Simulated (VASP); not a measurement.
Here is a VASP 6.6.1 calculation.

Contents of POSCAR:

```
NaF
1.0
    0.0000000000      2.2601836819      2.2601836819
    2.2601836819      0.0000000000      2.2601836819
    2.2601836819      2.2601836819      0.0000000000
Na F
1 1
Direct
    0.0000000000      0.0000000000      0.0000000000
    0.5000000000      0.5000000000      0.5000000000
```

The input INCAR.step1:

```
ALGO = Normal
EDIFF = 1E-5
ENCUT = 520
GGA = PE
ISIF = 2
ISMEAR = 0
LASPH = T
LCHARG = F
LREAL = F
LWAVE = T
NBANDS = 14
NELM = 60
PREC = Accurate
SIGMA = 0.01
```

File INCAR.step2:

```
ALGO = Normal
EDIFF = 1E-6
ENCUT = 520
GGA = PE
HFSCREEN = 0.2079
ISIF = 2
ISMEAR = 0
ISTART = 1
LASPH = T
LCHARG = F
LHFCALC = T
LREAL = F
LWAVE = F
NBANDS = 14
NELM = 60
PREC = Accurate
PRECFOCK = Normal
SIGMA = 0.01
```

Contents of KPOINTS:

```
k-points
0
Gamma
  6 6 6
```

Potentials or basis: VASP PAW PBE potentials, release 64 (Na_pv, F).

Run with:

```bash
$ cat potpaw_PBE.64/Na_pv/POTCAR potpaw_PBE.64/F/POTCAR > POTCAR
$ cp INCAR.step1 INCAR
$ mpirun -np 1 vasp_std > vasp.out
$ cp INCAR.step2 INCAR
$ mpirun -np 1 vasp_std > vasp.out
```

**Question.** What does it give for the band gap on the k mesh?

**Answer.** 8.91 eV.

**Question.** What does it give for the pressure?

**Answer.** 4.8 GPa.

Caveat: the cell differs from its parent crystal (strain -1.6%); the cell stands under pressure; the PAW data sets were made with another functional, which shifts forces and pressure a little.
